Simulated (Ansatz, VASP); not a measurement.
## Ge6Mo2W: VASP beside Ansatz

```
Ge Mo W
1.0
     0.00000    4.14451    7.09094
     2.35910    0.00000    7.09094
     2.35910    4.14451    0.00000
Ge Mo W
6 2 1
Direct
  0.49528 0.17117 0.82883
  0.82883 0.50472 0.49528
  0.16196 0.83804 0.16196
  0.17117 0.49528 0.50472
  0.50472 0.82883 0.17117
  0.83804 0.16196 0.83804
  0.83296 0.83296 0.16704
  0.16704 0.16704 0.83296
  0.50000 0.50000 0.50000
```

Alike in both runs: functional PBE; k mesh 4 × 4 × 4; occupations gaussian, width 0.1 eV; no spin polarisation.

Ansatz relaxed the structure, and its values are those at the end. VASP's run is a single point on that final structure, the one shown.

|  | VASP | Ansatz |
| --- | --- | --- |
| version | VASP 6.6.1 | Ansatz 0.2.0 |
| potentials or method | VASP PAW PBE potentials, release 64 (Ge_d, Mo_sv, W_sv), cutoff 520 eV | scalar-relativistic, plane waves, PAW |
| valence electrons in the cell | 126 | 126 |

Ansatz gave:

- gap on the k mesh at the Fermi level (eV): none
- pressure (GPa): -0.1
- rms of the force components (eV/Å): 0.009

Problem. Estimate VASP's values.

Solution. gap on the k mesh at the Fermi level (eV): none; pressure (GPa): 0.1; rms of the force components (eV/Å): 0.007.

A gap of «none» marks a metal or a gap that the smearing closes.

The k mesh is coarse, so the values compare programs but aren't converged. Neither program's run includes spin-orbit coupling.
